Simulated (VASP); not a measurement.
Runs of VASP 6.6.1 on CsH. The structure is that of space group Fm-3m (No. 225), or close to it. The cells are those of the table. 

```tsv
task	cell	cutoff (eV)	gap on the mesh (eV)	pressure (GPa)
single point	a = 3.815 Å, angles 60.0°, 2 atoms	520	1.00	10.5
relaxation of cell and atoms	relaxed to 20 GPa from a = 4.391 Å, angles 60.0°, 2 atoms	600	0.38	20.0
single point	a = 4.013 Å, angles 60.0°, 2 atoms	520	(a)	5.2
single point	a = 4.422 Å, angles 60.0°, 2 atoms	520	2.04	0.0
single point	a = 3.586 Å, angles 60.0°, 2 atoms	520	(d)	21.2
relaxation of cell and atoms	relaxed from a = 4.391 Å, angles 60.0°, 2 atoms	600	(b)	0.0
relaxation of cell and atoms	relaxed to 5 GPa from a = 4.391 Å, angles 60.0°, 2 atoms	600	(c)	5.1
relaxation of cell and atoms	relaxed to 10 GPa from a = 4.391 Å, angles 60.0°, 2 atoms	600	1.03	10.1
```

Alike in all rows: level PBEsol; potentials or basis VASP PAW PBE potentials, release 64 (Cs_sv, H); no spin polarisation; k mesh 6 × 6 × 6; smearing gaussian 0.02 eV.

Task: Estimate the missing entries.

Result: (a) 1.42; (b) 2.05; (c) 1.43; (d) 0.27.

Caveats: the PAW data sets were made with another functional, which shifts forces and pressure a little; spin-orbit coupling is left out, which moves the levels of the heavy elements; the cell stands under pressure (at least some runs); the cell is relaxed towards a set pressure, so the run minimises the enthalpy, not the energy (at least some runs).

A k mesh can miss the band edges, and the runs leave out spin-orbit coupling on Cs.
